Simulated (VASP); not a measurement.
# Sb in VASP: a series of runs

The runs below take Sb through single point, with PBE+D3(BJ).

All numbers are computed with VASP 6.6.1; they aren't measurements. Logs are shortened: lines on timing, memory, paths and dates and some standing lists are left out, and cuts for length are marked.

## 1. The cell of the first run

The cell holds a slab with vacuum, 2 atoms: a = 3.906 Å, b = 3.906 Å, c = 28.000 Å, α = 90.00°, β = 90.00°, γ = 120.00°.

## 2. Single point, PBE+D3(BJ) (biaxial strain -0.040, then relaxed in part)

INCAR reads:

```
SYSTEM = Sb
PREC = Accurate
ENCUT = 400
EDIFF = 1E-6
ISMEAR = 0
SIGMA = 0.02
LREAL = .False.
LASPH = .True.
NELM = 120
ALGO = Normal
ISIF = 2
LWAVE = .False.
LCHARG = .False.
LDIPOL = .True.
IDIPOL = 3
DIPOL = 0.5 0.5 0.500
GGA = PE
IVDW = 12
NBANDS = 22
GGA_COMPAT = .False.
NELMDL = -8
```

KPOINTS reads:

```
Automatic mesh
0
Gamma
  9 9 1
  0 0 0
```

POSCAR reads:

```
Sb
1.0
    3.9059377730      0.0000000000      0.0000000000
   -1.9529688865      3.3826413370      0.0000000000
    0.0000000000      0.0000000000     28.0000000000
Sb
2
Direct
    0.3333333333      0.6666666667      0.5305347169
    0.6666666667      0.3333333333      0.4694652831
```

Potentials or basis: VASP PAW PBE potentials, release 64 (Sb_d_GW).

Launch:

```
> cat potpaw_PBE.64/Sb_d_GW/POTCAR > POTCAR
> mpirun -np 1 vasp_std > vasp.out
```

OUTCAR:

```text
SYSTEM = Sb
   PREC = Accurate
   ENCUT = 400
   EDIFF = 1E-6
   ISMEAR = 0
   LREAL = .False.
   LASPH = .True.
   NELM = 120
   ISIF = 2
   GGA = PE
   IVDW = 12
   NELMDL = -8
 IVDW          = 12

 ion  position               nearest neighbor table
   1  0.333  0.667  0.531-   2 2.83   2 2.83   2 2.83
   2  0.667  0.333  0.469-   1 2.83   1 2.83   1 2.83

  LATTYP: Found a hexagonal cell.
 ALAT       =     3.9059377730
 C/A-ratio  =     7.1685729848

  Lattice vectors:

 A1 = (   3.9059377730,   0.0000000000,   0.0000000000)
 A2 = (  -1.9529688865,   3.3826413370,   0.0000000000)
 A3 = (   0.0000000000,   0.0000000000,  28.0000000000)

Analysis of symmetry for initial positions (statically):
=====================================================================
 Subroutine PRICEL returns:
 Original cell was already a primitive cell.

 Routine SETGRP: Setting up the symmetry group for a
 hexagonal supercell.

 Subroutine GETGRP returns: Found 12 space group operations
 (whereof 12 operations were pure point group operations)
 out of a pool of 24 trial point group operations.

The static configuration has the point symmetry D_3d.

Analysis of symmetry for dynamics (positions and initial velocities):
=====================================================================
 Subroutine PRICEL returns:
 Original cell was already a primitive cell.

 Routine SETGRP: Setting up the symmetry group for a
 hexagonal supercell.

 Subroutine GETGRP returns: Found 12 space group operations
 (whereof 12 operations were pure point group operations)
 out of a pool of 24 trial point group operations.

The dynamic configuration has the point symmetry D_3d.

 Subroutine INISYM returns: Found 12 space group operations
 (whereof 12 operations are pure point group operations),
 and found     1 'primitive' translations

----------------------------------------------------------------------------------------

                                     Primitive cell

  volume of cell :     369.9468

  direct lattice vectors                    reciprocal lattice vectors
     3.905937773  0.000000000  0.000000000     0.256020464  0.147813484  0.000000000
    -1.952968886  3.382641337  0.000000000     0.000000000  0.295626967  0.000000000
     0.000000000  0.000000000 28.000000000     0.000000000  0.000000000  0.035714286

  length of vectors
     3.905937773  3.905937773 28.000000000     0.295626967  0.295626967  0.035714286

  position of ions in fractional coordinates (direct lattice)
     0.333333333  0.666666667  0.530534717
     0.666666667  0.333333333  0.469465283

  ion indices of the primitive-cell ions
   primitive index   ion index
                 1           1
                 2           2

----------------------------------------------------------------------------------------

 KPOINTS: Automatic mesh

Automatic generation of k-mesh.
 Grid dimensions read from file:
 generate k-points for:    9    9    1

 Generating k-lattice:

  Cartesian coordinates                     Fractional coordinates (reciprocal lattice)
     0.028446718  0.016423720  0.000000000     0.111111111  0.000000000  0.000000000
     0.000000000  0.032847441  0.000000000     0.000000000  0.111111111  0.000000000
     0.000000000  0.000000000  0.035714286     0.000000000  0.000000000  1.000000000

  Length of vectors
     0.032847441  0.032847441  0.035714286

  Shift w.r.t. Gamma in fractional coordinates (k-lattice)
     0.000000000  0.000000000  0.000000000

 Subroutine IBZKPT returns following result:
 ===========================================

 Found     12 irreducible k-points:

 Following reciprocal coordinates:
            Coordinates               Weight
  0.000000  0.000000  0.000000      1.000000
  0.111111 -0.000000  0.000000      6.000000
  0.222222 -0.000000  0.000000      6.000000
  0.333333 -0.000000  0.000000      6.000000
  0.444444 -0.000000  0.000000      6.000000
  0.111111  0.111111  0.000000      6.000000
  0.222222  0.111111  0.000000     12.000000
  0.333333  0.111111  0.000000     12.000000
  0.444444  0.111111  0.000000      6.000000
  0.222222  0.222222  0.000000      6.000000
  0.333333  0.222222  0.000000     12.000000
  0.333333  0.333333  0.000000      2.000000
   k-points           NKPTS =     12   k-points in BZ     NKDIM =     12   number of bands    NBANDS=     22
   number of dos      NEDOS =    301   number of ions     NIONS =      2
   total plane-waves  NPLWV = 150528
   dimension x,y,z NGX =    28 NGY =   28 NGZ =  192
   dimension x,y,z NGXF=    56 NGYF=   56 NGZF=  384
   ions per type =               2
   NGX,Y,Z   is equivalent  to a cutoff of  11.92, 11.92, 11.40 a.u.
   NGXF,Y,Z  is equivalent  to a cutoff of  23.83, 23.83, 22.80 a.u.
 SYSTEM =  Sb
   PREC   = accura    normal or accurate (medium, high low for compatibility)
   ISTART =      0    job   : 0-new  1-cont  2-samecut
   ICHARG =      2    charge: 1-file 2-atom 10-const
   ISPIN  =      1    spin polarized calculation?
   LNONCOLLINEAR =      F non collinear calculations
   LSORBIT =      F    spin-orbit coupling
   LASPH  =      T    aspherical Exc in radial PAW
   ENCUT  =  400.0 eV  29.40 Ry    5.42 a.u.   6.37  6.37 45.66*2*pi/ulx,y,z
   NELM   =    120;   NELMIN=  2; NELMDL= -8     # of ELM steps
   EDIFF  = 0.1E-05   stopping-criterion for ELM
   LREAL  =      F    real-space projection
   EDIFFG = 0.1E-04   stopping-criterion for IOM
   NSW    =      0    number of steps for IOM
   IBRION =     -1    ionic relax: 0-MD 1-quasi-New 2-CG
   NFREE  =      0    steps in history (QN), initial steepest desc. (CG)
   ISIF   =      2    stress and relaxation
   ISYM   =      2    0-nonsym 1-usesym 2-fastsym
   POTIM  = 0.5000    time-step for ionic-motion
   TEBEG  =    0.0;   TEEND  =   0.0 temperature during run
   PSTRESS=    0.0 pullay stress
   NELECT =      30.0000    total number of electrons
   NUPDOWN=      -1.0000    fix difference up-down
   EMIN   =  10.00;   EMAX   =-10.00  energy-range for DOS
   EFERMI =   0.00;   METHOD = LEGACY
   ISMEAR =     0;   SIGMA  =   0.02  broadening in eV -4-tet -1-fermi 0-gaus
   EFERMI_NEDOS =   21; number of points for ismear=-14 and -15
   IALGO  =     38    algorithm
   IMIX   =      4    mixing-type and parameters
     AMIX     =   0.40;   BMIX     =  1.00
     AMIX_MAG =   1.60;   BMIX_MAG =  1.00
  volume/ion in A,a.u.               =     184.97      1248.26
  Fermi-wavevector in a.u.,A,eV,Ry     =   0.708602  1.339063  6.831707  0.502116
  Thomas-Fermi vector in A             =   1.794961
   LORBIT       =      0    0 simple, 1 ext, 2 COOP (PROOUT), +10 PAW based schemes
   GGA     = PE    functional components
   LHFCALC =     F    Hartree Fock is set to
   AEXX    =    0.0000 exact exchange contribution
   IVDW    =    12    specifies the selected vdW correction
   LEPSILON=     F    determine dielectric tensor
   LRPA    =     F    only Hartree local field effects (RPA)
 non-spin polarized calculation
 Gauss-broadening in eV      SIGMA  =   0.02
  energy-cutoff  :      400.00
  volume of cell :      369.95
 maximum number of plane-waves:      6767
 NGX is ok and might be reduce to    28
   NGX = 13   NGY = 13   NGZ = 91

 number of electron      29.9999994 magnetization

 dipolmoment           0.000000      0.000000      0.000000 electrons x Angstroem

 Free energy of the ion-electron system (eV)
  ---------------------------------------------------
  ext. energy  EPLUGINS =         0.00000000
  ---------------------------------------------------
  free energy    TOTEN  =        -8.04045428 eV

  energy without entropy =       -8.04045428  energy(sigma->0) =       -8.04045428

 E-fermi :  -2.4272     XC(G=0):  -2.1140

 val. band max:       -2.6009932306   @ k =   0.0000   0.0000   0.0000
 cond. band min:      -2.0648387668   @ k =   0.3333   0.3333   0.0000
 fundamental gap:      0.5361544638
 Fermi energy:        -2.4271876925

 k-point     1 :       0.0000    0.0000    0.0000
  band No.  band energies     occupation
      1     -31.7547      2.00000
      2     -31.7547      2.00000
      3     -31.6652      2.00000
      4     -31.6652      2.00000
      5     -31.6346      2.00000
      6     -31.5427      2.00000
[... 14 lines left out ...]
     21       1.6328      0.00000
     22       1.8506      0.00000

 k-point     2 :       0.1111   -0.0000    0.0000
  band No.  band energies     occupation
      1     -31.7534      2.00000
      2     -31.7476      2.00000
      3     -31.6649      2.00000
      4     -31.6604      2.00000
      5     -31.6312      2.00000
      6     -31.5456      2.00000
[... 14 lines left out ...]
     21       1.7945      0.00000
     22       2.0311      0.00000

 k-point     3 :       0.2222   -0.0000    0.0000
  band No.  band energies     occupation
      1     -31.7500      2.00000
      2     -31.7274      2.00000
      3     -31.6650      2.00000
      4     -31.6471      2.00000
      5     -31.6200      2.00000
      6     -31.5541      2.00000
[... 14 lines left out ...]
     21       2.2751      0.00000
     22       2.4723      0.00000

 k-point     4 :       0.3333   -0.0000    0.0000
  band No.  band energies     occupation
      1     -31.7462      2.00000
      2     -31.6992      2.00000
      3     -31.6632      2.00000
      4     -31.6278      2.00000
      5     -31.6030      2.00000
      6     -31.5674      2.00000
[... 14 lines left out ...]
     21       2.9266      0.00000
     22       3.2288      0.00000

 k-point     5 :       0.4444   -0.0000    0.0000
  band No.  band energies     occupation
      1     -31.7437      2.00000
      2     -31.6820      2.00000
      3     -31.6475      2.00000
      4     -31.6067      2.00000
      5     -31.5945      2.00000
      6     -31.5847      2.00000
[... 14 lines left out ...]
     21       3.8415      0.00000
     22       4.1745      0.00000

 k-point     6 :       0.1111    0.1111    0.0000
  band No.  band energies     occupation
      1     -31.7511      2.00000
      2     -31.7338      2.00000
      3     -31.6635      2.00000
      4     -31.6533      2.00000
      5     -31.6233      2.00000
      6     -31.5522      2.00000
[... 14 lines left out ...]
     21       2.1023      0.00000
     22       2.3554      0.00000

 k-point     7 :       0.2222    0.1111    0.0000
  band No.  band energies     occupation
      1     -31.7476      2.00000
      2     -31.7086      2.00000
      3     -31.6616      2.00000
      4     -31.6405      2.00000
      5     -31.6070      2.00000
      6     -31.5653      2.00000
[... 14 lines left out ...]
     21       2.7124      0.00000
     22       2.9436      0.00000

 k-point     8 :       0.3333    0.1111    0.0000
  band No.  band energies     occupation
      1     -31.7445      2.00000
      2     -31.6819      2.00000
      3     -31.6548      2.00000
      4     -31.6218      2.00000
      5     -31.5906      2.00000
      6     -31.5821      2.00000
[... 14 lines left out ...]
     21       3.4645      0.00000
     22       3.7987      0.00000

 k-point     9 :       0.4444    0.1111    0.0000
  band No.  band energies     occupation
      1     -31.7433      2.00000
      2     -31.6747      2.00000
      3     -31.6375      2.00000
      4     -31.6072      2.00000
      5     -31.6035      2.00000
      6     -31.5845      2.00000
[... 14 lines left out ...]
     21       4.0533      0.00000
     22       4.4956      0.00000

 k-point    10 :       0.2222    0.2222    0.0000
  band No.  band energies     occupation
      1     -31.7450      2.00000
      2     -31.6809      2.00000
      3     -31.6545      2.00000
      4     -31.6322      2.00000
      5     -31.5875      2.00000
      6     -31.5848      2.00000
[... 14 lines left out ...]
     21       3.4220      0.00000
     22       3.6866      0.00000

 k-point    11 :       0.3333    0.2222    0.0000
  band No.  band energies     occupation
      1     -31.7433      2.00000
      2     -31.6600      2.00000
      3     -31.6408      2.00000
      4     -31.6154      2.00000
      5     -31.6083      2.00000
      6     -31.5746      2.00000
[... 14 lines left out ...]
     21       3.9265      0.00000
     22       4.4975      0.00000

 k-point    12 :       0.3333    0.3333    0.0000
  band No.  band energies     occupation
      1     -31.7428      2.00000
      2     -31.6373      2.00000
      3     -31.6344      2.00000
      4     -31.6344      2.00000
      5     -31.5929      2.00000
      6     -31.5929      2.00000
[... 14 lines left out ...]
     21       4.7119      0.00000
     22       5.1914      0.00000

------------------------ aborting loop because EDIFF is reached ----------------------------------------

 vacuum level on the upper side and lower side of the slab       (xc-potential included)        -0.008        -0.008

 Edisp (eV)   -0.51360

 E8    (eV) :    -0.2552

  FORCE on cell =-STRESS in cart. coord.  units (eV):
  Direction    XX          YY          ZZ          XY          YZ          ZX
  --------------------------------------------------------------------------------------
  -------------------------------------------------------------------------------------
  Total       1.49344     1.49344    -0.10783     0.00000     0.00000    -0.00000
  in kB       6.46784     6.46784    -0.46700     0.00000     0.00000    -0.00000
  external pressure =        4.16 kB  Pullay stress =        0.00 kB

 VOLUME and BASIS-vectors are now :
 -----------------------------------------------------------------------------
  energy-cutoff  :      400.00
  volume of cell :      369.95
      direct lattice vectors                 reciprocal lattice vectors
     3.905937773  0.000000000  0.000000000     0.256020464  0.147813484  0.000000000
    -1.952968886  3.382641337  0.000000000     0.000000000  0.295626967  0.000000000
     0.000000000  0.000000000 28.000000000     0.000000000  0.000000000  0.035714286

 POSITION                                       TOTAL-FORCE (eV/Angst)
 -----------------------------------------------------------------------------------
     -0.00000      2.25509     14.85497         0.000000     -0.000000      0.010113
      1.95297      1.12755     13.14503        -0.000000      0.000000     -0.010113
 -----------------------------------------------------------------------------------
    total drift:                                0.000000      0.000000      0.000000

  FREE ENERGIE OF THE ION-ELECTRON SYSTEM (eV)
  ---------------------------------------------------
  free  energy   TOTEN  =        -8.5540502568 eV

  energy  without entropy=       -8.5540502568  energy(sigma->0) =       -8.55405026

 vacuum level on the upper side and lower side of the slab         1.518         1.518
```

Wall time 3.4 min (1 thread of Intel Xeon Platinum 8488C (Sapphire Rapids), shared host); peak memory 0.38 GiB.

What came out:

```
Free energy                : -8.5541 eV
Largest force              : 0.010 eV/Å
Band gap on the k mesh     : 0.54 eV, indirect (least direct gap 1.84 eV)
Dispersion energy per atom : -0.257 eV
```

Forces on the atoms (eV/Å):
```
Sb   0.000  0.000  0.010
Sb   0.000  0.000 -0.010
```

Caveat: the cell differs from its parent crystal (biaxial strain -0.040, then relaxed in part); spin-orbit coupling is left out, which moves the levels of the heavy elements.

(Continued in part 2 of 2.)
